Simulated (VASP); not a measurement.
Input of a VASP 6.6.1 run:

File INCAR:

```
SYSTEM = ZrN
  PREC = Accurate
  ENCUT = 520
  EDIFF = 1E-8
  ISMEAR = -1
  SIGMA = 0.01
  LREAL = .FALSE.
  LASPH = .TRUE.
  NELM = 120
  ALGO = Normal
  ISIF = 2
  LWAVE = .FALSE.
  LCHARG = .FALSE.
  GGA = PS
  LEFG = .TRUE.
  NBANDS = 16
  GGA_COMPAT = .FALSE.
```

File KPOINTS:

```
Automatic mesh
0
G
  9 9 9
  0 0 0
```

File POSCAR:

```
ZrN
1.0
    0.0000000000      2.2842300000      2.2842300000
    2.2842300000      0.0000000000      2.2842300000
    2.2842300000      2.2842300000      0.0000000000
Zr N
1 1
Direct
    0.0000000000      0.0000000000      0.0000000000
    0.5000000000      0.5000000000      0.5000000000
```

Potentials or basis: VASP PAW PBE potentials, release 64 (Zr_sv, N).

Run with:

```sh
$ cat potpaw_PBE.64/Zr_sv/POTCAR potpaw_PBE.64/N/POTCAR > POTCAR
$ mpirun -np 1 vasp_std > vasp.out
```

(1) Predict the band gap on the k mesh.

(2) What does it give for the pressure?

Answers

(1) zero (an odd number of electrons rules out a gap without spin polarisation).

(2) -2.4 GPa.

Caveat: the PAW data sets were made with another functional, which shifts forces and pressure a little.
